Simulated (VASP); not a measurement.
# MgW (P-6m2) in VASP: further runs

Runs on MgW. Level: PBE. Tasks: single point, relaxation of cell and atoms.

Everything below comes from runs of VASP 6.6.1. Logs are shortened: lines on timing, memory, paths and dates and some standing lists are left out, and cuts for length are marked.

## Step 1: The cell of the first run

Symmetry: P-6m2, No. 187, hexagonal system. The conventional cell has a = 2.852 Å, b = 2.852 Å, c = 4.907 Å, α = 90.00°, β = 90.00°, γ = 120.00°. Within 3.8 Å of Mg (site symmetry -6m2) lie 6 Mg at 2.85 Å and 6 W at 2.95 Å. Within 3.8 Å of W (site symmetry -6m2) lie 6 W at 2.85 Å and 6 Mg at 2.95 Å.

## Step 2: Single point, PBE

INCAR reads:

```
SYSTEM = MgW
PREC = Accurate
ENCUT = 520
EDIFF = 1E-6
ISMEAR = 0
SIGMA = 0.1
LREAL = .False.
LASPH = .True.
NELM = 100
ALGO = Normal
ISIF = 2
LWAVE = .False.
LCHARG = .True.
GGA = PE
LELF = .True.
LVHAR = .True.
NBANDS = 15
```

KPOINTS reads:

```
regular mesh
0
Gamma
  24 24 12
  0 0 0
```

POSCAR reads:

```
MgW
1.0
    2.8519457975      0.0000000000      0.0000000000
   -1.4259728988      2.4698575109      0.0000000000
    0.0000000000      0.0000000000      4.9069525939
Mg W
1 1
Direct
    0.0000000000      0.0000000000      0.0000000000
    0.3333333333      0.6666666667      0.5000000000
```

Potentials or basis: VASP PAW PBE potentials, release 64 (Mg, W_sv).

Command:

```console
$ cat potpaw_PBE.64/Mg/POTCAR potpaw_PBE.64/W_sv/POTCAR > POTCAR
$ mpirun -np 1 vasp_std > vasp.out
```

OUTCAR:

```text
SYSTEM = MgW
   PREC = Accurate
   ENCUT = 520
   EDIFF = 1E-6
   ISMEAR = 0
   LREAL = .False.
   LASPH = .True.
   NELM = 100
   ISIF = 2
   GGA = PE

 ion  position               nearest neighbor table
   1  0.000  0.000  0.000-   2 2.95   2 2.95   2 2.95   2 2.95   2 2.95   2 2.95
   2  0.333  0.667  0.500-   1 2.95   1 2.95   1 2.95   1 2.95   1 2.95   1 2.95

  LATTYP: Found a hexagonal cell.
 ALAT       =     2.8519457975
 C/A-ratio  =     1.7205630620

  Lattice vectors:

 A1 = (   2.8519457975,   0.0000000000,   0.0000000000)
 A2 = (  -1.4259728988,   2.4698575109,   0.0000000000)
 A3 = (   0.0000000000,   0.0000000000,   4.9069525939)

Analysis of symmetry for initial positions (statically):
=====================================================================
 Subroutine PRICEL returns:
 Original cell was already a primitive cell.

 Routine SETGRP: Setting up the symmetry group for a
 hexagonal supercell.

 Subroutine GETGRP returns: Found 12 space group operations
 (whereof 12 operations were pure point group operations)
 out of a pool of 24 trial point group operations.

The static configuration has the point symmetry D_3h.

Analysis of symmetry for dynamics (positions and initial velocities):
=====================================================================
 Subroutine PRICEL returns:
 Original cell was already a primitive cell.

 Routine SETGRP: Setting up the symmetry group for a
 hexagonal supercell.

 Subroutine GETGRP returns: Found 12 space group operations
 (whereof 12 operations were pure point group operations)
 out of a pool of 24 trial point group operations.

The dynamic configuration has the point symmetry D_3h.

 Subroutine INISYM returns: Found 12 space group operations
 (whereof 12 operations are pure point group operations),
 and found     1 'primitive' translations

----------------------------------------------------------------------------------------

                                     Primitive cell

  volume of cell :      34.5641

  direct lattice vectors                    reciprocal lattice vectors
     2.851945797  0.000000000  0.000000000     0.350637800  0.202440828  0.000000000
    -1.425972899  2.469857511  0.000000000     0.000000000  0.404881656  0.000000000
     0.000000000  0.000000000  4.906952594     0.000000000  0.000000000  0.203792472

  length of vectors
     2.851945797  2.851945798  4.906952594     0.404881656  0.404881656  0.203792472

  position of ions in fractional coordinates (direct lattice)
     0.000000000  0.000000000  0.000000000
     0.333333333  0.666666667  0.500000000

  ion indices of the primitive-cell ions
   primitive index   ion index
                 1           1
                 2           2

----------------------------------------------------------------------------------------

 KPOINTS: regular mesh

Automatic generation of k-mesh.
 Grid dimensions read from file:
 generate k-points for:   24   24   12

 Generating k-lattice:

  Cartesian coordinates                     Fractional coordinates (reciprocal lattice)
     0.014609908  0.008435035  0.000000000     0.041666667 -0.000000000  0.000000000
     0.000000000  0.016870069  0.000000000     0.000000000  0.041666667  0.000000000
     0.000000000  0.000000000  0.016982706     0.000000000  0.000000000  0.083333333

  Length of vectors
     0.016870069  0.016870069  0.016982706

  Shift w.r.t. Gamma in fractional coordinates (k-lattice)
     0.000000000  0.000000000  0.000000000

 Subroutine IBZKPT returns following result:
 ===========================================

 Found    427 irreducible k-points:

 Following reciprocal coordinates:
            Coordinates               Weight
  0.000000  0.000000  0.000000      1.000000
  0.041667 -0.000000  0.000000      6.000000
  0.083333  0.000000  0.000000      6.000000
  0.125000  0.000000  0.000000      6.000000
  0.166667 -0.000000  0.000000      6.000000
  0.208333 -0.000000  0.000000      6.000000
[... 16 lines left out ...]
  0.416667  0.041667  0.000000     12.000000
  0.458333  0.041667  0.000000     12.000000
 [... further k-points ...]
   k-points           NKPTS =    427   k-points in BZ     NKDIM =    427   number of bands    NBANDS=     15
   number of dos      NEDOS =    301   number of ions     NIONS =      2
   total plane-waves  NPLWV =  20736
   dimension x,y,z NGX =    24 NGY =   24 NGZ =   36
   dimension x,y,z NGXF=    48 NGYF=   48 NGZF=   72
   ions per type =               1   1
   NGX,Y,Z   is equivalent  to a cutoff of  13.99, 13.99, 12.20 a.u.
   NGXF,Y,Z  is equivalent  to a cutoff of  27.98, 27.98, 24.39 a.u.
 SYSTEM =  MgW
   PREC   = accura    normal or accurate (medium, high low for compatibility)
   ISTART =      0    job   : 0-new  1-cont  2-samecut
   ICHARG =      2    charge: 1-file 2-atom 10-const
   ISPIN  =      1    spin polarized calculation?
   LNONCOLLINEAR =      F non collinear calculations
   LSORBIT =      F    spin-orbit coupling
   LASPH  =      T    aspherical Exc in radial PAW
   ENCUT  =  520.0 eV  38.22 Ry    6.18 a.u.   5.30  5.30  9.12*2*pi/ulx,y,z
   NELM   =    100;   NELMIN=  2; NELMDL= -5     # of ELM steps
   EDIFF  = 0.1E-05   stopping-criterion for ELM
   LREAL  =      F    real-space projection
   EDIFFG = 0.1E-04   stopping-criterion for IOM
   NSW    =      0    number of steps for IOM
   IBRION =     -1    ionic relax: 0-MD 1-quasi-New 2-CG
   NFREE  =      0    steps in history (QN), initial steepest desc. (CG)
   ISIF   =      2    stress and relaxation
   ISYM   =      2    0-nonsym 1-usesym 2-fastsym
   POTIM  = 0.5000    time-step for ionic-motion
   TEBEG  =    0.0;   TEEND  =   0.0 temperature during run
   PSTRESS=    0.0 pullay stress
   NELECT =      16.0000    total number of electrons
   NUPDOWN=      -1.0000    fix difference up-down
   EMIN   =  10.00;   EMAX   =-10.00  energy-range for DOS
   EFERMI =   0.00;   METHOD = LEGACY
   ISMEAR =     0;   SIGMA  =   0.10  broadening in eV -4-tet -1-fermi 0-gaus
   EFERMI_NEDOS =   21; number of points for ismear=-14 and -15
   IALGO  =     38    algorithm
   IMIX   =      4    mixing-type and parameters
     AMIX     =   0.40;   BMIX     =  1.00
     AMIX_MAG =   1.60;   BMIX_MAG =  1.00
  volume/ion in A,a.u.               =      17.28       116.62
  Fermi-wavevector in a.u.,A,eV,Ry     =   1.266407  2.393161 21.820827  1.603786
  Thomas-Fermi vector in A             =   2.399609
   LORBIT       =      0    0 simple, 1 ext, 2 COOP (PROOUT), +10 PAW based schemes
   GGA     = PE    functional components
   LHFCALC =     F    Hartree Fock is set to
   AEXX    =    0.0000 exact exchange contribution
   IVDW    =     0    specifies the selected vdW correction
   LEPSILON=     F    determine dielectric tensor
   LRPA    =     F    only Hartree local field effects (RPA)
 non-spin polarized calculation
 Gauss-broadening in eV      SIGMA  =   0.10
  energy-cutoff  :      520.00
  volume of cell :       34.56
 maximum number of plane-waves:       954
 NGX is ok and might be reduce to    24
   NGX = 11   NGY = 11   NGZ = 19

 number of electron      16.0000001 magnetization

 Free energy of the ion-electron system (eV)
  ---------------------------------------------------
  ext. energy  EPLUGINS =         0.00000000
  ---------------------------------------------------
  free energy    TOTEN  =       -13.44460925 eV

  energy without entropy =      -13.43670262  energy(sigma->0) =      -13.44065594

 E-fermi :   6.7173     XC(G=0): -11.3035

 val. band max:        6.7113652644   @ k =   0.2917   0.0833   0.5000
 cond. band min:       6.7213445261   @ k =   0.3750   0.0000   0.0000
 fundamental gap:      0.0099792617
 Fermi energy:         6.7172768619

 k-point     1 :       0.0000    0.0000    0.0000
  band No.  band energies     occupation
      1     -67.0188      2.00000
      2     -31.3640      2.00000
      3     -30.6805      2.00000
      4     -30.6805      2.00000
      5      -1.4559      2.00000
      6       2.5039      2.00000
      7       5.6322      2.00000
      8       6.8238      0.13212
      9       6.8238      0.13212
     10       9.5918      0.00000
     11       9.5918      0.00000
     12      10.5047      0.00000
     13      20.1593      0.00000
     14      21.3718      0.00000
     15      21.3718      0.00000

 k-point     2 :       0.0417   -0.0000    0.0000
  band No.  band energies     occupation
      1     -67.0176      2.00000
      2     -31.3618      2.00000
      3     -30.6959      2.00000
      4     -30.6840      2.00000
      5      -1.3996      2.00000
      6       2.5607      2.00000
      7       5.5949      2.00000
      8       6.7572      0.57235
      9       6.8841      0.01832
     10       9.5683      0.00000
     11       9.6170      0.00000
     12      10.5225      0.00000
     13      20.2464      0.00000
     14      20.7543      0.00000
     15      21.2230      0.00000

 k-point     3 :       0.0833    0.0000    0.0000
  band No.  band energies     occupation
      1     -67.0142      2.00000
      2     -31.3556      2.00000
      3     -30.7407      2.00000
      4     -30.6944      2.00000
      5      -1.2330      2.00000
      6       2.7280      2.00000
      7       5.4875      2.00000
      8       6.5732      1.95836
      9       7.0640      0.00000
     10       9.5003      0.00000
     11       9.6909      0.00000
     12      10.5739      0.00000
     13      19.4427      0.00000
     14      20.6450      0.00000
     15      20.8567      0.00000
[... 343 lines left out ...]
 k-point    23 :       0.4167    0.0417    0.0000
  band No.  band energies     occupation
      1     -66.9520      2.00000
      2     -31.4996      2.00000
      3     -31.2422      2.00000
      4     -30.8860      2.00000
      5       2.3862      2.00000
      6       3.9171      2.00000
      7       4.2776      2.00000
      8       6.3846      2.00000
      9       8.3074      0.00000
     10      11.1478      0.00000
     11      11.3233      0.00000
     12      12.1638      0.00000
     13      13.0294      0.00000
     14      16.9339      0.00000
     15      18.2103      0.00000

 k-point    24 :       0.4583    0.0417    0.0000
  band No.  band energies     occupation
      1     -66.9496      2.00000
      2     -31.5266      2.00000
      3     -31.2380      2.00000
      4     -30.8930      2.00000
      5       2.4811      2.00000
      6       3.8674      2.00000
      7       4.6134      2.00000
      8       6.0333      2.00000
      9       8.2677      0.00000
     10      11.3997      0.00000
     11      11.4659      0.00000
     12      12.3533      0.00000
     13      13.2434      0.00000
     14      16.8213      0.00000
     15      17.6119      0.00000

 [... further k-points ...]

------------------------ aborting loop because EDIFF is reached ----------------------------------------

  FORCE on cell =-STRESS in cart. coord.  units (eV):
  Direction    XX          YY          ZZ          XY          YZ          ZX
  --------------------------------------------------------------------------------------
  -------------------------------------------------------------------------------------
  Total        0.0194631      0.0194631     -0.0366318     -0.0000000      0.0000000      0.0000000
  in kB        0.9021911      0.9021911     -1.6980246     -0.0000000      0.0000000      0.0000000
  external PRESSURE =       0.0354526 kB  Pullay stress =       0.0000000 kB

 VOLUME and BASIS-vectors are now :
 -----------------------------------------------------------------------------
  energy-cutoff  :      520.00
  volume of cell :       34.56
      direct lattice vectors                 reciprocal lattice vectors
     2.851945797  0.000000000  0.000000000     0.350637800  0.202440828  0.000000000
    -1.425972899  2.469857511  0.000000000     0.000000000  0.404881656  0.000000000
     0.000000000  0.000000000  4.906952594     0.000000000  0.000000000  0.203792472

 POSITION                                       TOTAL-FORCE (eV/Angst)
 -----------------------------------------------------------------------------------
      0.00000      0.00000      0.00000        -0.000000      0.000000      0.000000
     -0.00000      1.64657      2.45348         0.000000     -0.000000      0.000000
 -----------------------------------------------------------------------------------
    total drift:                                0.000000     -0.000000     -0.000000

  FREE ENERGIE OF THE ION-ELECTRON SYSTEM (eV)
  ---------------------------------------------------
  free  energy   TOTEN  =       -13.4446092500 eV

  energy  without entropy=      -13.4367026215  energy(sigma->0) =      -13.44065594
```

Run time: 56 s. Hardware: 1 thread of Intel Xeon 6975P-C (Granite Rapids), shared host; peak memory 0.35 GiB.

Results:

```yaml
Free_energy: -13.4446 eV
Pressure: 0.0 GPa
Band_gap_on_the_k_mesh: zero (band 8 reaches 7.33 eV, above the bottom of band 9 at 5.32 eV)
```

Levels at points of the mesh, in eV from the Fermi level:
| k point | band 6 | band 7 | band 8 | band 9 | band 10 | band 11 |
| --- | --- | --- | --- | --- | --- | --- |
| (0.00, 0.00, 0.00) | -4.21 | -1.09 | 0.11 | 0.11 | 2.87 | 2.87 |
| (0.50, 0.00, 0.00) | -2.88 | -2.06 | -0.75 | 1.68 | 4.56 | 5.30 |
| (0.00, 0.00, 0.50) | -5.83 | -2.05 | 0.11 | 0.11 | 2.82 | 2.82 |
| (0.50, 0.00, 0.50) | -3.62 | -0.34 | -0.22 | 1.17 | 1.60 | 4.34 |

Caveat: spin-orbit coupling is left out, which moves the levels of the heavy elements.

## Step 3: Relaxation of cell and atoms, PBE

INCAR reads:

```
PREC = Accurate
ENCUT = 600
EDIFF = 1E-6
ISMEAR = 0
SIGMA = 0.1
LREAL = False
LASPH = True
NELM = 100
ALGO = Normal
ISIF = 3
LWAVE = False
LCHARG = False
GGA = PE
IBRION = 2
NSW = 100
EDIFFG = -0.01
```

KPOINTS reads:

```
regular mesh
0
Gamma
  24 24 12
```

POSCAR reads:

```
MgW
1.0
    2.8463305702      0.0000000000      0.0000000000
   -1.4231652851      2.4649945814      0.0000000000
    0.0000000000      0.0000000000      4.9273364434
Mg W
1 1
Direct
    0.0000000000      0.0000000000      0.0000000000
    0.3333333333      0.6666666667      0.5000000000
```

Potentials or basis: VASP PAW PBE potentials, release 64 (Mg, W_sv).

Command:

```console
$ cat potpaw_PBE.64/Mg/POTCAR potpaw_PBE.64/W_sv/POTCAR > POTCAR
$ mpirun -np 1 vasp_std > vasp.out
```

It took 2.6 min on 1 thread of Intel Xeon 6975P-C (Granite Rapids), shared host; peak memory 0.39 GiB.

Results (log left out):

```
Free energy               : -13.4449 eV
Energy gained by relaxing : 0.5 meV/atom
Ionic steps               : 5
Pressure after relaxing   : 0.0 GPa
Band gap on the k mesh    : zero (band 8 reaches 7.33 eV, above the bottom of band 9 at 5.32 eV)
```

Step by step:
```
step  energy change (eV)  largest force (eV/Å)  pressure (GPa)  volume (Å³)
   1              0.0000                0.0000            0.16        34.57
   2             -0.0007                0.0000           -0.43        34.65
   3             -0.0009                0.0000           -0.24        34.63
   4             -0.0009                0.0000            0.22        34.51
   5             -0.0010                0.0000            0.01        34.57
```

Final structure:
```yaml
crystal:
  lattice:
    - [2.85299, 0.00000, 0.00000]
    - [-1.42649, 2.47076, 0.00000]
    - [0.00000, 0.00000, 4.90422]
  atoms:
    - { symbol: Mg, position: [0.00000, 0.00000, 0.00000] }
    - { symbol: W, position: [0.33333, 0.66667, 0.50000] }
```

Levels at points of the mesh, in eV from the Fermi level:
| k point | band 6 | band 7 | band 8 | band 9 | band 10 | band 11 |
| --- | --- | --- | --- | --- | --- | --- |
| (0.00, 0.00, 0.00) | -4.21 | -1.08 | 0.11 | 0.11 | 2.87 | 2.87 |
| (0.50, 0.00, 0.00) | -2.88 | -2.06 | -0.75 | 1.68 | 4.57 | 5.30 |
| (0.00, 0.00, 0.50) | -5.82 | -2.05 | 0.11 | 0.11 | 2.81 | 2.81 |
| (0.50, 0.00, 0.50) | -3.62 | -0.34 | -0.22 | 1.17 | 1.60 | 4.35 |

Caveat: spin-orbit coupling is left out, which moves the levels of the heavy elements.
